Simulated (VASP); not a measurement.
Wanted: the native input for a VASP 6.6.1 run.

* Task: single point
* Functional: PBE
* Potentials or basis: VASP PAW PBE potentials, release 64 (Mn_pv, O)
* Cutoff: 520 eV
* k mesh: 12 × 12 × 8
* Occupations: gaussian, width 0.05 eV
* Spin: collinear spin, antiferromagnetic start
* Starting moments: [4.31, -4.31, 0.0, 0.0] μB
* Dipole correction: no
* Further INCAR settings: ALGO = Normal; EDIFF = 1e-06; NBANDS = 31

The structure of MnO lies in POSCAR:

```
MnO
1.0
    3.0310665171      0.0000000000      0.0000000000
   -1.5155332585      2.6249806044      0.0000000000
    0.0000000000      0.0000000000      5.2462218013
Mn O
2 2
Direct
    0.0000000000      0.0000000000      0.0000000000
    0.0000000000      0.0000000000      0.5000000000
    0.3333333333      0.6666666667      0.2499999378
    0.6666666667      0.3333333333      0.7500000622
```

The input as run:

INCAR

```
SYSTEM = MnO
ALGO     = Normal         ! electronic algorithm
EDIFF    = 1E-6           ! SCF threshold, eV
ENCUT    = 520            ! plane-wave cutoff, eV
GGA      = PE             ! functional
ISIF     = 2              ! what is computed and relaxed
ISMEAR   = 0              ! smearing method
ISPIN    = 2              ! spin polarisation
LASPH    = .True.         ! aspherical terms in the spheres
LCHARG   = .True.         ! write CHGCAR
LELF     = .True.         ! ELF
LMAXMIX  = 4              ! l up to which the mixer works
LORBIT   = 11             ! projections on sites
LREAL    = .False.        ! projectors in reciprocal space
LVHAR    = .True.       
LWAVE    = .False.        ! write WAVECAR
MAGMOM   = 4.31 -4.31 0 0 ! initial moments
NBANDS   = 31             ! bands
NELM     = 150            ! most SCF steps
PREC     = Accurate       ! precision mode
SIGMA    = 0.05           ! smearing width, eV
```

KPOINTS

```
k-points
0
Gamma
  12 12 8
  0 0 0
```

Potentials or basis: VASP PAW PBE potentials, release 64 (Mn_pv, O).

Run with:

```bash
$ cat potpaw_PBE.64/Mn_pv/POTCAR potpaw_PBE.64/O/POTCAR > POTCAR
$ mpirun -np 1 vasp_std > vasp.out
```

It gave:

```yaml
Pressure: 6.2 GPa
Band_gap_on_the_k_mesh: 0.63 eV
Net_moment: 0.00 μB per cell
Site_moments: Mn +4.17, -4.17; O +0.00 μB
Valence_electrons_inside_the_program's_atomic_spheres: Mn 11.46; O 4.99
```

Caveat: the cell stands under pressure; semilocal functionals underestimate gaps, and a narrow one can read as zero.

Wall time 120 s on 1 thread of AMD EPYC 9R45 96-Core Processor (Zen 5), with other jobs on the host, peak memory 0.26 GiB.
